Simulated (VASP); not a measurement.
Input of a VASP 6.6.1 run:

INCAR

```
PREC = Accurate ; ENCUT = 600
EDIFF = 1E-6 ; ISMEAR = -1
SIGMA = 0.05 ; LREAL = False
LASPH = True ; NELM = 200
ALGO = Normal ; ISIF = 2
LWAVE = False ; LCHARG = False
ISPIN = 2 ; MAGMOM = 4.5 -2 2 -2
LORBIT = 11 ; LMAXMIX = 4
GGA = PE ; NBANDS = 31
GGA_COMPAT = False
```

The input KPOINTS:

```
regular mesh
0
Gamma
  7 7 7
```

The input POSCAR:

```
FeNi3
1.0
    3.5450000000      0.0000000000      0.0000000000
    0.0000000000      3.5450000000      0.0000000000
    0.0000000000      0.0000000000      3.5450000000
Fe Ni
1 3
Direct
    0.0000000000      0.0000000000      0.0000000000
    0.0000000000      0.5000000000      0.5000000000
    0.5000000000      0.0000000000      0.5000000000
    0.5000000000      0.5000000000      0.0000000000
```

Potentials or basis: VASP PAW PBE potentials, release 64 (Fe, Ni).

Command:

```console
$ cat potpaw_PBE.64/Fe/POTCAR potpaw_PBE.64/Ni/POTCAR > POTCAR
$ mpirun -np 1 vasp_std > vasp.out
```

Problem. Estimate the pressure.

Solution. 0.1 GPa.

Problem. What does it give for the site moments?

Solution. Fe +2.92; Ni +0.67 μB.
